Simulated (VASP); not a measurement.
# CdS (Hawleyite) in VASP: notebook

Runs on CdS (Hawleyite). Level: LDA. Tasks: single point.

Everything below comes from runs of VASP 6.6.1. Logs are shortened: lines on timing, memory, paths and dates and some standing lists are left out, and cuts for length are marked.

## (1) The cell of the first run

It takes space group I-4m2 (No. 119, tetragonal). Conventional cell: a = 4.111 Å, b = 4.111 Å, c = 5.669 Å, α = 90.00°, β = 90.00°, γ = 90.00°. Cd (site symmetry -4m2) has 4 S at 2.50 Å within 3.3 Å. Within 3.3 Å of S (site symmetry -4m2) lie 4 Cd at 2.50 Å.

## (2) Single point, LDA (film at in-plane strain +0.01)

File INCAR:

```
SYSTEM = CdS
  PREC = Accurate
  ENCUT = 520
  EDIFF = 1E-7
  ISMEAR = 0
  SIGMA = 0.01
  LREAL = .FALSE.
  LASPH = .TRUE.
  NELM = 60
  ALGO = Normal
  ISIF = 2
  LWAVE = .FALSE.
  LCHARG = .TRUE.
  GGA = CA
  LELF = .TRUE.
  LVHAR = .TRUE.
  NBANDS = 16
```

File KPOINTS:

```
regular mesh
0
G
  8 8 8
  0 0 0
```

File POSCAR:

```
CdS
1.0
    2.9070449387      2.9070449387      0.0000000000
   -2.9070449387      2.9070449387      0.0000000000
    0.0000000000      2.9070449387      2.8346453033
Cd S
1 1
Direct
    0.0000000000      0.0000000000      0.0000000000
    0.7500000000      0.2500000000      0.5000000000
```

Potentials or basis: VASP PAW LDA potentials, release 64 (Cd, S).

Run with:

```
$ cat potpaw_LDA.64/Cd/POTCAR potpaw_LDA.64/S/POTCAR > POTCAR
$ mpirun -np 1 vasp_std > vasp.out
```

OUTCAR:

```text
SYSTEM = CdS
   PREC = Accurate
   ENCUT = 520
   EDIFF = 1E-7
   ISMEAR = 0
   LREAL = .FALSE.
   LASPH = .TRUE.
   NELM = 60
   ISIF = 2
   GGA = CA

 ion  position               nearest neighbor table
   1  0.000  0.000  0.000-   2 2.50   2 2.50   2 2.50   2 2.50
   2  0.750  0.250  0.500-   1 2.50   1 2.50   1 2.50   1 2.50

  LATTYP: Found a body centered tetragonal cell.
 ALAT       =     4.1111823787
 C/A-ratio  =     1.3789927287

  Lattice vectors:

 A1 = (   2.9070449387,   0.0000000000,  -2.8346453033)
 A2 = (  -2.9070449387,   0.0000000000,  -2.8346453033)
 A3 = (   0.0000000000,   2.9070449387,   2.8346453033)

Analysis of symmetry for initial positions (statically):
=====================================================================
 Subroutine PRICEL returns:
 Original cell was already a primitive cell.

 Routine SETGRP: Setting up the symmetry group for a
 body centered tetragonal supercell.

 Subroutine GETGRP returns: Found  8 space group operations
 (whereof  8 operations were pure point group operations)
 out of a pool of 16 trial point group operations.

The static configuration has the point symmetry D_2d.

Analysis of symmetry for dynamics (positions and initial velocities):
=====================================================================
 Subroutine PRICEL returns:
 Original cell was already a primitive cell.

 Routine SETGRP: Setting up the symmetry group for a
 body centered tetragonal supercell.

 Subroutine GETGRP returns: Found  8 space group operations
 (whereof  8 operations were pure point group operations)
 out of a pool of 16 trial point group operations.

The dynamic configuration has the point symmetry D_2d.

 Subroutine INISYM returns: Found  8 space group operations
 (whereof  8 operations are pure point group operations),
 and found     1 'primitive' translations

----------------------------------------------------------------------------------------

                                     Primitive cell

  volume of cell :      47.9107

  direct lattice vectors                    reciprocal lattice vectors
     2.907044939  2.907044939  0.000000000     0.171995965  0.171995965 -0.176388912
    -2.907044939  2.907044939  0.000000000    -0.171995965  0.171995965 -0.176388912
     0.000000000  2.907044939  2.834645303     0.000000000  0.000000000  0.352777823

  length of vectors
     4.111182379  4.111182379  4.060310859     0.300463429  0.300463429  0.352777823

  position of ions in fractional coordinates (direct lattice)
     0.000000000  0.000000000  0.000000000
     0.750000000  0.250000000  0.500000000

  ion indices of the primitive-cell ions
   primitive index   ion index
                 1           1
                 2           2

----------------------------------------------------------------------------------------

 KPOINTS: regular mesh

Automatic generation of k-mesh.
 Grid dimensions read from file:
 generate k-points for:    8    8    8

 Generating k-lattice:

  Cartesian coordinates                     Fractional coordinates (reciprocal lattice)
     0.021499496  0.021499496 -0.022048614     0.125000000  0.000000000  0.000000000
    -0.021499496  0.021499496 -0.022048614     0.000000000  0.125000000  0.000000000
     0.000000000  0.000000000  0.044097228     0.000000000  0.000000000  0.125000000

  Length of vectors
     0.037557929  0.037557929  0.044097228

  Shift w.r.t. Gamma in fractional coordinates (k-lattice)
     0.000000000  0.000000000  0.000000000

 Subroutine IBZKPT returns following result:
 ===========================================

 Found     59 irreducible k-points:

 Following reciprocal coordinates:
            Coordinates               Weight
  0.000000  0.000000  0.000000      1.000000
  0.125000  0.000000  0.000000      8.000000
  0.250000  0.000000  0.000000      8.000000
  0.375000  0.000000 -0.000000      8.000000
  0.500000  0.000000  0.000000      4.000000
  0.125000  0.125000  0.000000      8.000000
[... 16 lines left out ...]
  0.250000  0.000000  0.125000      4.000000
  0.375000  0.000000  0.125000      8.000000
 [... further k-points ...]
   k-points           NKPTS =     59   k-points in BZ     NKDIM =     59   number of bands    NBANDS=     16
   number of dos      NEDOS =    301   number of ions     NIONS =      2
   total plane-waves  NPLWV =  30720
   dimension x,y,z NGX =    32 NGY =   32 NGZ =   30
   dimension x,y,z NGXF=    64 NGYF=   64 NGZF=   60
   ions per type =               1   1
   NGX,Y,Z   is equivalent  to a cutoff of  12.94, 12.94, 12.28 a.u.
   NGXF,Y,Z  is equivalent  to a cutoff of  25.88, 25.88, 24.57 a.u.
 SYSTEM =  CdS
   PREC   = accura    normal or accurate (medium, high low for compatibility)
   ISTART =      0    job   : 0-new  1-cont  2-samecut
   ICHARG =      2    charge: 1-file 2-atom 10-const
   ISPIN  =      1    spin polarized calculation?
   LNONCOLLINEAR =      F non collinear calculations
   LSORBIT =      F    spin-orbit coupling
   LASPH  =      T    aspherical Exc in radial PAW
   ENCUT  =  520.0 eV  38.22 Ry    6.18 a.u.   7.64  7.64  7.55*2*pi/ulx,y,z
   NELM   =     60;   NELMIN=  2; NELMDL= -5     # of ELM steps
   EDIFF  = 0.1E-06   stopping-criterion for ELM
   LREAL  =      F    real-space projection
   EDIFFG = 0.1E-05   stopping-criterion for IOM
   NSW    =      0    number of steps for IOM
   IBRION =     -1    ionic relax: 0-MD 1-quasi-New 2-CG
   NFREE  =      0    steps in history (QN), initial steepest desc. (CG)
   ISIF   =      2    stress and relaxation
   ISYM   =      2    0-nonsym 1-usesym 2-fastsym
   POTIM  = 0.5000    time-step for ionic-motion
   TEBEG  =    0.0;   TEEND  =   0.0 temperature during run
   PSTRESS=    0.0 pullay stress
   NELECT =      18.0000    total number of electrons
   NUPDOWN=      -1.0000    fix difference up-down
   EMIN   =  10.00;   EMAX   =-10.00  energy-range for DOS
   EFERMI =   0.00;   METHOD = LEGACY
   ISMEAR =     0;   SIGMA  =   0.01  broadening in eV -4-tet -1-fermi 0-gaus
   EFERMI_NEDOS =   21; number of points for ismear=-14 and -15
   IALGO  =     38    algorithm
   IMIX   =      4    mixing-type and parameters
     AMIX     =   0.40;   BMIX     =  1.00
     AMIX_MAG =   1.60;   BMIX_MAG =  1.00
  volume/ion in A,a.u.               =      23.96       161.66
  Fermi-wavevector in a.u.,A,eV,Ry     =   1.181286  2.232306 18.986057  1.395436
  Thomas-Fermi vector in A             =   2.317562
   LORBIT       =      0    0 simple, 1 ext, 2 COOP (PROOUT), +10 PAW based schemes
   GGA     = CA    functional components
   LHFCALC =     F    Hartree Fock is set to
   AEXX    =    0.0000 exact exchange contribution
   IVDW    =     0    specifies the selected vdW correction
   LEPSILON=     F    determine dielectric tensor
   LRPA    =     F    only Hartree local field effects (RPA)
 non-spin polarized calculation
 Gauss-broadening in eV      SIGMA  =   0.01
  energy-cutoff  :      520.00
  volume of cell :       47.91
 maximum number of plane-waves:      1307
   NGX = 15   NGY = 15   NGZ = 15

 number of electron      17.9999996 magnetization

 Free energy of the ion-electron system (eV)
  ---------------------------------------------------
  ext. energy  EPLUGINS =         0.00000000
  ---------------------------------------------------
  free energy    TOTEN  =        -7.40605174 eV

  energy without entropy =       -7.40605174  energy(sigma->0) =       -7.40605174

 E-fermi :   1.5440     XC(G=0):  -9.7462

 val. band max:        1.4897088540   @ k =   0.0000   0.0000   0.0000
 cond. band min:       2.4062222028   @ k =   0.0000   0.0000   0.0000
 fundamental gap:      0.9165133488
 Fermi energy:         1.5440343513

 k-point     1 :       0.0000    0.0000    0.0000
  band No.  band energies     occupation
      1     -11.1383      2.00000
      2      -6.4816      2.00000
      3      -6.4816      2.00000
      4      -6.4667      2.00000
      5      -5.9509      2.00000
      6      -5.9367      2.00000
[... 8 lines left out ...]
     15      12.7603      0.00000
     16      13.1003      0.00000

 k-point     2 :       0.1250    0.0000    0.0000
  band No.  band energies     occupation
      1     -11.0687      2.00000
      2      -6.4570      2.00000
      3      -6.4486      2.00000
      4      -6.4220      2.00000
      5      -5.9511      2.00000
      6      -5.9392      2.00000
[... 8 lines left out ...]
     15      12.3653      0.00000
     16      13.2774      0.00000

 k-point     3 :       0.2500    0.0000    0.0000
  band No.  band energies     occupation
      1     -10.8993      2.00000
      2      -6.4045      2.00000
      3      -6.3922      2.00000
      4      -6.2253      2.00000
      5      -5.9418      2.00000
      6      -5.9369      2.00000
[... 8 lines left out ...]
     15      12.0231      0.00000
     16      12.5881      0.00000

 k-point     4 :       0.3750    0.0000   -0.0000
  band No.  band energies     occupation
      1     -10.7298      2.00000
      2      -6.3656      2.00000
      3      -6.3489      2.00000
      4      -5.9224      2.00000
      5      -5.9143      2.00000
      6      -5.8318      2.00000
[... 8 lines left out ...]
     15      12.9006      0.00000
     16      12.9280      0.00000
[... 324 lines left out ...]
 k-point    22 :       0.0000    0.0000    0.1250
  band No.  band energies     occupation
      1     -11.0434      2.00000
      2      -6.4332      2.00000
      3      -6.4332      2.00000
      4      -6.4281      2.00000
      5      -5.9545      2.00000
      6      -5.9352      2.00000
[... 8 lines left out ...]
     15      12.8694      0.00000
     16      14.0804      0.00000

 k-point    23 :       0.2500    0.0000    0.1250
  band No.  band energies     occupation
      1     -10.9677      2.00000
      2      -6.4281      2.00000
      3      -6.3908      2.00000
      4      -6.3367      2.00000
      5      -5.9658      2.00000
      6      -5.9260      2.00000
[... 8 lines left out ...]
     15      12.2162      0.00000
     16      14.3936      0.00000

 k-point    24 :       0.3750    0.0000    0.1250
  band No.  band energies     occupation
      1     -10.7991      2.00000
      2      -6.3708      2.00000
      3      -6.3433      2.00000
      4      -6.0858      2.00000
      5      -5.9608      2.00000
      6      -5.8980      2.00000
[... 8 lines left out ...]
     15      12.9208      0.00000
     16      13.8949      0.00000

 [... further k-points ...]
[... 5 lines left out ...]
  --------------------------------------------------------------------------------------
  -------------------------------------------------------------------------------------
  Total        0.0157418      0.0157418      0.1588693      0.0000000     -0.0000000      0.0000000
  in kB        0.5264201      0.5264201      5.3127379      0.0000000     -0.0000000      0.0000000
  external PRESSURE =       2.1218594 kB  Pullay stress =       0.0000000 kB

 VOLUME and BASIS-vectors are now :
 -----------------------------------------------------------------------------
  energy-cutoff  :      520.00
  volume of cell :       47.91
      direct lattice vectors                 reciprocal lattice vectors
     2.907044939  2.907044939  0.000000000     0.171995965  0.171995965 -0.176388912
    -2.907044939  2.907044939  0.000000000    -0.171995965  0.171995965 -0.176388912
     0.000000000  2.907044939  2.834645303     0.000000000  0.000000000  0.352777823

 POSITION                                       TOTAL-FORCE (eV/Angst)
 -----------------------------------------------------------------------------------
      0.00000      0.00000      0.00000         0.000000     -0.000000      0.000000
      1.45352      4.36057      1.41732        -0.000000      0.000000      0.000000
 -----------------------------------------------------------------------------------
    total drift:                               -0.000001     -0.000000      0.000000

  FREE ENERGIE OF THE ION-ELECTRON SYSTEM (eV)
  ---------------------------------------------------
  free  energy   TOTEN  =        -7.4060517413 eV

  energy  without entropy=       -7.4060517413  energy(sigma->0) =       -7.40605174
```

Run time: 25 s. Hardware: 1 thread of Intel Xeon Platinum 8488C (Sapphire Rapids), shared host; peak memory 0.18 GiB.

Results:

| Property | Result |
| --- | --- |
| Free energy | -7.4061 eV |
| Pressure | 0.2 GPa |
| Band gap on the k mesh | 0.92 eV, direct |

Caveat: the cell differs from its parent crystal (film at in-plane strain +0.01).

## (3) Single point, LDA

This run uses another cell than the first one, of 23.84 Å³/atom, 0.995 times its volume.

File INCAR:

```
SYSTEM = CdS
ALGO = Normal
EDIFF = 1E-6
ENCUT = 520
GGA = CA
ISIF = 2
ISMEAR = -1
LASPH = .True.
LCHARG = .False.
LREAL = .False.
LWAVE = .False.
NBANDS = 16
NELM = 60
PREC = Accurate
SIGMA = 0.08
```

File KPOINTS:

```
k-points
0
Gamma
  12 12 12
  0 0 0
```

File POSCAR:

```
CdS
1.0
    2.8782623156      2.8782623156      0.0000000000
   -2.8782623156      2.8782623156      0.0000000000
    0.0000000000      2.8782623156      2.8782623156
Cd S
1 1
Direct
    0.0000000000      0.0000000000      0.0000000000
    0.7500000000      0.2500000000      0.5000000000
```

Potentials or basis: VASP PAW LDA potentials, release 64 (Cd, S).

Run with:

```
$ cat potpaw_LDA.64/Cd/POTCAR potpaw_LDA.64/S/POTCAR > POTCAR
$ mpirun -np 1 vasp_std > vasp.out
```

OUTCAR:

```text
SYSTEM = CdS
   EDIFF = 1E-6
   ENCUT = 520
   GGA = CA
   ISIF = 2
   ISMEAR = -1
   LASPH = .True.
   LREAL = .False.
   NELM = 60
   PREC = Accurate

 ion  position               nearest neighbor table
   1  0.000  0.000  0.000-   2 2.49   2 2.49   2 2.49   2 2.49
   2  0.750  0.250  0.500-   1 2.49   1 2.49   1 2.49   1 2.49

  LATTYP: Found a face centered cubic cell.
 ALAT       =     5.7565246312

  Lattice vectors:

 A1 = (   0.0000000000,   2.8782623156,   2.8782623156)
 A2 = (   2.8782623156,   0.0000000000,   2.8782623156)
 A3 = (   2.8782623156,   2.8782623156,   0.0000000000)

Analysis of symmetry for initial positions (statically):
=====================================================================
 Subroutine PRICEL returns:
 Original cell was already a primitive cell.

 Routine SETGRP: Setting up the symmetry group for a
 face centered cubic supercell.

 Subroutine GETGRP returns: Found 24 space group operations
 (whereof 24 operations were pure point group operations)
 out of a pool of 48 trial point group operations.

The static configuration has the point symmetry T_d .

Analysis of symmetry for dynamics (positions and initial velocities):
[... 153 lines left out ...]
  ---------------------------------------------------
  free energy    TOTEN  =        -7.40715644 eV

  energy without entropy =       -7.40714209  energy(sigma->0) =       -7.40714926

 E-fermi :   2.0909     XC(G=0):  -9.7672

 val. band max:        1.4827918477   @ k =   0.0000   0.0000   0.0000
 cond. band min:       2.4604624273   @ k =   0.0000   0.0000   0.0000
 fundamental gap:      0.9776705796
 Fermi energy:         2.0909420644

 k-point     1 :       0.0000    0.0000    0.0000
  band No.  band energies     occupation
      1     -11.1280      2.00000
      2      -6.4547      2.00000
      3      -6.4547      2.00000
      4      -6.4547      2.00000
      5      -5.9140      2.00000
      6      -5.9140      2.00000
[... 433 lines left out ...]
      3      -6.2630      2.00000
      4      -6.0157      2.00000
      5      -5.8594      2.00000
      6      -5.7190      2.00000
[... 8 lines left out ...]
     15      13.9185      0.00000
     16      14.1808      0.00000

 [... further k-points ...]
[... 5 lines left out ...]
  --------------------------------------------------------------------------------------
  -------------------------------------------------------------------------------------
  Total        0.1654205      0.1654205      0.1654205     -0.0000000     -0.0000000      0.0000000
  in kB        5.5574928      5.5574928      5.5574928     -0.0000000     -0.0000000      0.0000000
  external PRESSURE =       5.5574928 kB  Pullay stress =       0.0000000 kB

 VOLUME and BASIS-vectors are now :
 -----------------------------------------------------------------------------
  energy-cutoff  :      520.00
  volume of cell :       47.69
      direct lattice vectors                 reciprocal lattice vectors
     2.878262316  2.878262316  0.000000000     0.173715925  0.173715925 -0.173715925
    -2.878262316  2.878262316  0.000000000    -0.173715925  0.173715925 -0.173715925
     0.000000000  2.878262316  2.878262316     0.000000000  0.000000000  0.347431850

 POSITION                                       TOTAL-FORCE (eV/Angst)
 -----------------------------------------------------------------------------------
      0.00000      0.00000      0.00000         0.000000     -0.000000      0.000000
      1.43913      4.31739      1.43913        -0.000000      0.000000      0.000000
 -----------------------------------------------------------------------------------
    total drift:                               -0.000000      0.000000     -0.000000

  FREE ENERGIE OF THE ION-ELECTRON SYSTEM (eV)
  ---------------------------------------------------
  free  energy   TOTEN  =        -7.4071564359 eV

  energy  without entropy=       -7.4071420931  energy(sigma->0) =       -7.40714926
```

stdout:

```text
POSCAR found type information on POSCAR CdS
 POSCAR found :  2 types and       2 ions
 scaLAPACK will be used
 LDA part: xc-table for (Slater(with rela. corr.)+CA(PZ))
 , standard interpolation
 POSCAR, INCAR and KPOINTS ok, starting setup
 FFT: planning ... GRIDC
 FFT: planning ... GRID_SOFT
 FFT: planning ... GRID
 WAVECAR not read
 entering main loop
```

Wall time 34 s (1 thread of Intel Xeon Platinum 8488C (Sapphire Rapids), shared host); peak memory 0.17 GiB.

What came out:

```yaml
Free_energy: -7.4072 eV
Pressure: 0.6 GPa
Band_gap_on_the_k_mesh: 0.98 eV, direct
```
